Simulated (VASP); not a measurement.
Wanted: the native input for a VASP 6.6.1 run.

```
Task                   : single point
Functional             : PBE
Potentials or basis    : VASP PAW PBE potentials, release 64 (Mn_sv)
Cutoff                 : 600 eV
k mesh                 : 13 × 13 × 13
Occupations            : fermi-dirac, width 0.05 eV
Spin                   : collinear spin, ferromagnetic start
Starting moments       : [0.45] μB
Dipole correction      : no
Second run             : valence_matched
Further INCAR settings : ALGO = Normal; EDIFF = 1e-06; NBANDS = 18
```

The structure of Mn lies in POSCAR:

```
Mn
1.0
    0.0000000000      1.7450000000      1.7450000000
    1.7450000000      0.0000000000      1.7450000000
    1.7450000000      1.7450000000      0.0000000000
Mn
1
Direct
    0.0000000000      0.0000000000      0.0000000000
```

These files were run (other wordings do the same):

INCAR

```
ALGO     = Normal         # electronic algorithm
EDIFF    = 1E-6           # SCF threshold, eV
ENCUT    = 600            # plane-wave cutoff, eV
GGA      = PE             # functional
GGA_COMPAT= False        
ISIF     = 2              # what is computed and relaxed
ISMEAR   = -1             # smearing method
ISPIN    = 2              # spin polarisation
LASPH    = True           # aspherical terms in the spheres
LCHARG   = False          # write CHGCAR
LMAXMIX  = 4              # l up to which the mixer works
LORBIT   = 11             # projections on sites
LREAL    = False          # projectors in reciprocal space
LWAVE    = False          # write WAVECAR
MAGMOM   = 0.45           # initial moments
NBANDS   = 18             # bands
NELM     = 200            # most SCF steps
PREC     = Accurate       # precision mode
SIGMA    = 0.05           # smearing width, eV
```

KPOINTS

```
k-points
0
Gamma
  13 13 13
```

Potentials or basis: VASP PAW PBE potentials, release 64 (Mn_sv).

Launch:

```console
$ cat potpaw_PBE.64/Mn_sv/POTCAR > POTCAR
$ mpirun -np 1 vasp_std > vasp.out
```

Results of the run:

```
Pressure                                              : 0.1 GPa
Net moment                                            : 0.07 μB per cell
Site moments                                          : Mn +0.06 μB
Valence electrons inside the program's atomic spheres : Mn 13.03
```

Wall time 20 s on 1 thread of Intel(R) Xeon(R) 6975P-C (Granite Rapids), with other jobs on the host, peak memory 0.14 GiB.
